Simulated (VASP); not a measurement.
A run of VASP 6.6.1 is set up as follows.

INCAR

```
SYSTEM = W16C
PREC = Accurate
ENCUT = 520
EDIFF = 1E-6
ISMEAR = 0
SIGMA = 0.1
LREAL = Auto
LASPH = .True.
NELM = 80
ALGO = Normal
ISIF = 2
LWAVE = .False.
LCHARG = .True.
LDIPOL = .True.
IDIPOL = 3
DIPOL = 0.5 0.5 0.328
GGA = PE
LELF = .True.
LVHAR = .True.
LVACPOTAV = .True.
NBANDS = 128
```

The input KPOINTS:

```
regular mesh
0
Gamma
  4 4 1
  0 0 0
```

File POSCAR:

```
W16C
1.0
    6.3673983413      0.0000000000      0.0000000000
    0.0000000000      6.3673983413      0.0000000000
    0.0000000000      0.0000000000     20.1425775435
W C
16 1
Direct
    0.2500000000      0.2500000000      0.1985843168
    0.2500000000      0.7500000000      0.1985843168
    0.7500000000      0.2500000000      0.1985843168
    0.7500000000      0.7500000000      0.1985843168
    0.0000000000      0.0000000000      0.2776134074
    0.0000000000      0.5000000000      0.2776134074
    0.5000000000      0.0000000000      0.2776134074
    0.5000000000      0.5000000000      0.2776134074
    0.2500000000      0.2500000000      0.3599451791
    0.2500000000      0.7500000000      0.3599451791
    0.7500000000      0.2500000000      0.3599451791
    0.7500000000      0.7500000000      0.3599451791
    0.0000000000      0.0000000000      0.4290700892
    0.0000000000      0.5000000000      0.4290700892
    0.5000000000      0.0000000000      0.4290700892
    0.5000000000      0.5000000000      0.4290700892
    0.0000000000      0.0625000000      0.5178650666
```

Potentials or basis: VASP PAW PBE potentials, release 64 (W_sv, C).

Run with:

```console
$ cat potpaw_PBE.64/W_sv/POTCAR potpaw_PBE.64/C/POTCAR > POTCAR
$ mpirun -np 1 vasp_std > vasp.out
```

(1) Predict the largest force.

(2) Predict the band gap on the k mesh.

Results:

(1) 2.495 eV/Å.

(2) zero (bands 114 and 115 overlap by 0.32 eV).

Caveat: spin-orbit coupling is left out, which moves the levels of the heavy elements.
